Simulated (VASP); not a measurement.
# MoS2 (P6_3/mmc) in VASP: notebook

Runs on MoS2. Level: r2SCAN. Tasks: single point, relaxation of cell and atoms.

Everything below comes from runs of VASP 6.6.1. Logs are shortened: lines on timing, memory, paths and dates and some standing lists are left out, and cuts for length are marked.

## (1) The cell of the first run

Symmetry: P6_3/mmc, No. 194, hexagonal system. The conventional cell has a = 3.110 Å, b = 3.110 Å, c = 11.555 Å, α = 90.00°, β = 90.00°, γ = 120.00°. Mo (site symmetry -6m2) has 6 S at 2.38 Å and 6 Mo at 3.11 Å within 3.2 Å. Within 3.3 Å of S (site symmetry 3m) lie 3 Mo at 2.38 Å and 10 S at 3.11 to 3.21 Å.

## (2) Single point, r2SCAN

POSCAR

```
MoS2
1.0
    3.1102459254      0.0000000000      0.0000000000
   -1.5551229627      2.6935519834      0.0000000000
    0.0000000000      0.0000000000     11.5546435069
Mo S
2 4
Direct
    0.3333333333      0.6666666667      0.2500000000
    0.6666666667      0.3333333333      0.7500000000
    0.3333333333      0.6666666667      0.6152353862
    0.6666666667      0.3333333333      0.1152353862
    0.3333333333      0.6666666667      0.8847646138
    0.6666666667      0.3333333333      0.3847646138
```

INCAR.step1

```
SYSTEM = MoS2
PREC = Accurate
ENCUT = 520
ISMEAR = 0
SIGMA = 0.01
LREAL = .False.
LASPH = .True.
NELM = 80
NBANDS = 35
GGA = PE
ALGO = Normal
EDIFF = 1E-4
LWAVE = .True.
LCHARG = .False.
```

INCAR.step2

```
SYSTEM = MoS2
PREC = Accurate
ENCUT = 520
EDIFF = 1E-7
ISMEAR = 0
SIGMA = 0.01
LREAL = .False.
LASPH = .True.
NELM = 80
ALGO = Normal
ISIF = 2
LWAVE = .False.
LCHARG = .True.
METAGGA = R2SCAN
LMIXTAU = .True.
LELF = .True.
LVHAR = .True.
NBANDS = 35
ISTART = 1
```

KPOINTS

```
regular mesh
0
Gamma
  6 6 2
  0 0 0
```

Potentials or basis: VASP PAW PBE potentials, release 64 (Mo_sv, S).

The run is started by

```
> cat potpaw_PBE.64/Mo_sv/POTCAR potpaw_PBE.64/S/POTCAR > POTCAR
> cp INCAR.step1 INCAR
> mpirun -np 1 vasp_std > vasp.out
> cp INCAR.step2 INCAR
> mpirun -np 1 vasp_std > vasp.out
```

OUTCAR:

```text
SYSTEM = MoS2
   PREC = Accurate
   ENCUT = 520
   EDIFF = 1E-7
   ISMEAR = 0
   LREAL = .False.
   LASPH = .True.
   NELM = 80
   ISIF = 2
   METAGGA = R2SCAN
   ISTART = 1

 ion  position               nearest neighbor table
   1  0.333  0.667  0.250-   4 2.38   6 2.38   4 2.38   6 2.38   4 2.38   6 2.38
   2  0.667  0.333  0.750-   3 2.38   5 2.38   3 2.38   5 2.38   3 2.38   5 2.38
   3  0.333  0.667  0.615-   2 2.38   2 2.38   2 2.38
   4  0.667  0.333  0.115-   1 2.38   1 2.38   1 2.38
   5  0.333  0.667  0.885-   2 2.38   2 2.38   2 2.38
   6  0.667  0.333  0.385-   1 2.38   1 2.38   1 2.38

  LATTYP: Found a hexagonal cell.
 ALAT       =     3.1102459254
 C/A-ratio  =     3.7150256874

  Lattice vectors:

 A1 = (   3.1102459254,   0.0000000000,   0.0000000000)
 A2 = (  -1.5551229627,   2.6935519834,   0.0000000000)
 A3 = (   0.0000000000,   0.0000000000,  11.5546435069)

Analysis of symmetry for initial positions (statically):
=====================================================================
 Subroutine PRICEL returns:
 Original cell was already a primitive cell.

 Routine SETGRP: Setting up the symmetry group for a
 hexagonal supercell.

 Subroutine GETGRP returns: Found 24 space group operations
 (whereof 12 operations were pure point group operations)
 out of a pool of 24 trial point group operations.

The static configuration has the point symmetry D_3d.
 The point group associated with its full space group is D_6h.

Analysis of symmetry for dynamics (positions and initial velocities):
=====================================================================
 Subroutine PRICEL returns:
 Original cell was already a primitive cell.

 Routine SETGRP: Setting up the symmetry group for a
 hexagonal supercell.

 Subroutine GETGRP returns: Found 24 space group operations
 (whereof 12 operations were pure point group operations)
 out of a pool of 24 trial point group operations.

The dynamic configuration has the point symmetry D_3d.
 The point group associated with its full space group is D_6h.

 Subroutine INISYM returns: Found 24 space group operations
 (whereof 12 operations are pure point group operations),
 and found     1 'primitive' translations

----------------------------------------------------------------------------------------

                                     Primitive cell

  volume of cell :      96.8003

  direct lattice vectors                    reciprocal lattice vectors
     3.110245925  0.000000000  0.000000000     0.321517984  0.185628495  0.000000000
    -1.555122963  2.693551983  0.000000000     0.000000000  0.371256989  0.000000000
     0.000000000  0.000000000 11.554643507     0.000000000  0.000000000  0.086545292

  length of vectors
     3.110245925  3.110245925 11.554643507     0.371256989  0.371256989  0.086545292

  position of ions in fractional coordinates (direct lattice)
     0.333333333  0.666666667  0.250000000
     0.666666667  0.333333333  0.750000000
     0.333333333  0.666666667  0.615235386
     0.666666667  0.333333333  0.115235386
     0.333333333  0.666666667  0.884764614
     0.666666667  0.333333333  0.384764614

  ion indices of the primitive-cell ions
   primitive index   ion index
                 1           1
                 2           2
                 3           3
                 4           4
                 5           5
                 6           6

----------------------------------------------------------------------------------------

 KPOINTS: regular mesh

Automatic generation of k-mesh.
 Grid dimensions read from file:
 generate k-points for:    6    6    2

 Generating k-lattice:

  Cartesian coordinates                     Fractional coordinates (reciprocal lattice)
     0.053586331  0.030938082  0.000000000     0.166666667  0.000000000  0.000000000
     0.000000000  0.061876165  0.000000000     0.000000000  0.166666667  0.000000000
     0.000000000  0.000000000  0.043272646     0.000000000  0.000000000  0.500000000

  Length of vectors
     0.061876165  0.061876165  0.043272646

  Shift w.r.t. Gamma in fractional coordinates (k-lattice)
     0.000000000  0.000000000  0.000000000

 Subroutine IBZKPT returns following result:
 ===========================================

 Found     14 irreducible k-points:

 Following reciprocal coordinates:
            Coordinates               Weight
  0.000000  0.000000  0.000000      1.000000
  0.166667 -0.000000  0.000000      6.000000
  0.333333 -0.000000  0.000000      6.000000
  0.500000 -0.000000  0.000000      3.000000
  0.166667  0.166667  0.000000      6.000000
  0.333333  0.166667  0.000000     12.000000
  0.333333  0.333333  0.000000      2.000000
  0.000000  0.000000  0.500000      1.000000
  0.166667 -0.000000  0.500000      6.000000
  0.333333 -0.000000  0.500000      6.000000
  0.500000 -0.000000  0.500000      3.000000
  0.166667  0.166667  0.500000      6.000000
  0.333333  0.166667  0.500000     12.000000
  0.333333  0.333333  0.500000      2.000000
   k-points           NKPTS =     14   k-points in BZ     NKDIM =     14   number of bands    NBANDS=     35
   number of dos      NEDOS =    301   number of ions     NIONS =      6
   total plane-waves  NPLWV =  51840
   dimension x,y,z NGX =    24 NGY =   24 NGZ =   90
   dimension x,y,z NGXF=    48 NGYF=   48 NGZF=  180
   ions per type =               2   4
   NGX,Y,Z   is equivalent  to a cutoff of  12.83, 12.83, 12.95 a.u.
   NGXF,Y,Z  is equivalent  to a cutoff of  25.66, 25.66, 25.90 a.u.
 SYSTEM =  MoS2
   PREC   = accura    normal or accurate (medium, high low for compatibility)
   ISTART =      1    job   : 0-new  1-cont  2-samecut
   ICHARG =      0    charge: 1-file 2-atom 10-const
   ISPIN  =      1    spin polarized calculation?
   LNONCOLLINEAR =      F non collinear calculations
   LSORBIT =      F    spin-orbit coupling
   LASPH  =      T    aspherical Exc in radial PAW
   ENCUT  =  520.0 eV  38.22 Ry    6.18 a.u.   5.78  5.78 21.48*2*pi/ulx,y,z
   NELM   =     80;   NELMIN=  2; NELMDL=  0     # of ELM steps
   EDIFF  = 0.1E-06   stopping-criterion for ELM
   LREAL  =      F    real-space projection
   EDIFFG = 0.1E-05   stopping-criterion for IOM
   NSW    =      0    number of steps for IOM
   IBRION =     -1    ionic relax: 0-MD 1-quasi-New 2-CG
   NFREE  =      0    steps in history (QN), initial steepest desc. (CG)
   ISIF   =      2    stress and relaxation
   ISYM   =      2    0-nonsym 1-usesym 2-fastsym
   POTIM  = 0.5000    time-step for ionic-motion
   TEBEG  =    0.0;   TEEND  =   0.0 temperature during run
   PSTRESS=    0.0 pullay stress
   NELECT =      52.0000    total number of electrons
   NUPDOWN=      -1.0000    fix difference up-down
   EMIN   =  10.00;   EMAX   =-10.00  energy-range for DOS
   EFERMI =   0.00;   METHOD = LEGACY
   ISMEAR =     0;   SIGMA  =   0.01  broadening in eV -4-tet -1-fermi 0-gaus
   EFERMI_NEDOS =   21; number of points for ismear=-14 and -15
   IALGO  =     38    algorithm
   IMIX   =      4    mixing-type and parameters
     AMIX     =   0.40;   BMIX     =  1.00
     AMIX_MAG =   1.60;   BMIX_MAG =  1.00
  volume/ion in A,a.u.               =      16.13       108.87
  Fermi-wavevector in a.u.,A,eV,Ry     =   1.330813  2.514872 24.096782  1.771063
  Thomas-Fermi vector in A             =   2.459872
   LORBIT       =      0    0 simple, 1 ext, 2 COOP (PROOUT), +10 PAW based schemes
   METAGGA = R2SCAN    functional components
   LHFCALC =     F    Hartree Fock is set to
   AEXX    =    0.0000 exact exchange contribution
   IVDW    =     0    specifies the selected vdW correction
   LEPSILON=     F    determine dielectric tensor
   LRPA    =     F    only Hartree local field effects (RPA)
 non-spin polarized calculation
 Gauss-broadening in eV      SIGMA  =   0.01
  energy-cutoff  :      520.00
  volume of cell :       96.80
 maximum number of plane-waves:      2628
 NGX is ok and might be reduce to    24
   NGX = 11   NGY = 11   NGZ = 43

 number of electron      51.9999995 magnetization

 Free energy of the ion-electron system (eV)
  ---------------------------------------------------
  ext. energy  EPLUGINS =         0.00000000
  ---------------------------------------------------
  free energy    TOTEN  =       -89.69402965 eV

  energy without entropy =      -89.69402965  energy(sigma->0) =      -89.69402965

 E-fermi :   9.1807     XC(G=0): -12.1718

 val. band max:        9.0316144816   @ k =   0.0000   0.0000   0.0000
 cond. band min:       9.6526161412   @ k =   0.1667   0.1667   0.0000
 fundamental gap:      0.6210016596
 Fermi energy:         9.1806934317

 k-point     1 :       0.0000    0.0000    0.0000
  band No.  band energies     occupation
      1     -54.6500      2.00000
      2     -54.6500      2.00000
      3     -28.1246      2.00000
      4     -28.1243      2.00000
      5     -27.8209      2.00000
      6     -27.8209      2.00000
[... 27 lines left out ...]
     34      11.5783      0.00000
     35      15.2001      0.00000

 k-point     2 :       0.1667   -0.0000    0.0000
  band No.  band energies     occupation
      1     -54.6358      2.00000
      2     -54.6358      2.00000
      3     -28.0978      2.00000
      4     -28.0974      2.00000
      5     -27.9513      2.00000
      6     -27.9513      2.00000
[... 27 lines left out ...]
     34      11.9438      0.00000
     35      16.7912      0.00000

 k-point     3 :       0.3333   -0.0000    0.0000
  band No.  band energies     occupation
      1     -54.6075      2.00000
      2     -54.6075      2.00000
      3     -28.2050      2.00000
      4     -28.2050      2.00000
      5     -28.0436      2.00000
      6     -28.0434      2.00000
[... 27 lines left out ...]
     34      12.9132      0.00000
     35      15.8494      0.00000
[... 343 lines left out ...]
 k-point    13 :       0.3333    0.1667    0.5000
  band No.  band energies     occupation
      1     -54.5932      2.00000
      2     -54.5932      2.00000
      3     -28.2652      2.00000
      4     -28.2652      2.00000
      5     -28.0163      2.00000
      6     -28.0163      2.00000
[... 27 lines left out ...]
     34      13.1180      0.00000
     35      15.9899      0.00000

 k-point    14 :       0.3333    0.3333    0.5000
  band No.  band energies     occupation
      1     -54.5861      2.00000
      2     -54.5861      2.00000
      3     -28.2032      2.00000
      4     -28.2032      2.00000
      5     -28.1451      2.00000
      6     -28.1451      2.00000
[... 27 lines left out ...]
     34      13.5295      0.00000
     35      16.0850      0.00000

------------------------ aborting loop because EDIFF is reached ----------------------------------------

  FORCE on cell =-STRESS in cart. coord.  units (eV):
  Direction    XX          YY          ZZ          XY          YZ          ZX
  --------------------------------------------------------------------------------------
  -------------------------------------------------------------------------------------
  Total        6.1019418      6.1019418      6.0411241     -0.0000000      0.0000000      0.0000000
  in kB      100.9954941    100.9954941     99.9888791     -0.0000000      0.0000000      0.0000000
  external PRESSURE =     100.6599558 kB  Pullay stress =       0.0000000 kB

 VOLUME and BASIS-vectors are now :
 -----------------------------------------------------------------------------
  energy-cutoff  :      520.00
  volume of cell :       96.80
      direct lattice vectors                 reciprocal lattice vectors
     3.110245925  0.000000000  0.000000000     0.321517984  0.185628495  0.000000000
    -1.555122963  2.693551983  0.000000000     0.000000000  0.371256989  0.000000000
     0.000000000  0.000000000 11.554643507     0.000000000  0.000000000  0.086545292

 POSITION                                       TOTAL-FORCE (eV/Angst)
 -----------------------------------------------------------------------------------
     -0.00000      1.79570      2.88866        -0.000000      0.000000     -0.000000
      1.55512      0.89785      8.66598         0.000000      0.000000     -0.000000
     -0.00000      1.79570      7.10883        -0.000000      0.000000     -0.001800
      1.55512      0.89785      1.33150         0.000000      0.000000     -0.001800
     -0.00000      1.79570     10.22314        -0.000000     -0.000000      0.001800
      1.55512      0.89785      4.44582         0.000000     -0.000000      0.001800
 -----------------------------------------------------------------------------------
    total drift:                                0.000000     -0.000000      0.000000

  FREE ENERGIE OF THE ION-ELECTRON SYSTEM (eV)
  ---------------------------------------------------
  free  energy   TOTEN  =       -89.6940296485 eV

  energy  without entropy=      -89.6940296485  energy(sigma->0) =      -89.69402965
```

Wall time 3.4 min (1 thread of Intel Xeon Platinum 8488C (Sapphire Rapids), shared host); peak memory 0.24 GiB.

What came out:

```
Free energy            : -89.6940 eV
Pressure               : 10.1 GPa
Band gap on the k mesh : 0.62 eV (least direct gap 1.90 eV)
```

Stress tensor (GPa, compression positive):
```
10.10  0.00  0.00
 0.00 10.10  0.00
 0.00  0.00 10.00
```

Caveat: the cell stands under pressure; the PAW data sets were made with another functional, which shifts forces and pressure a little.

[end of part 1 of 2]
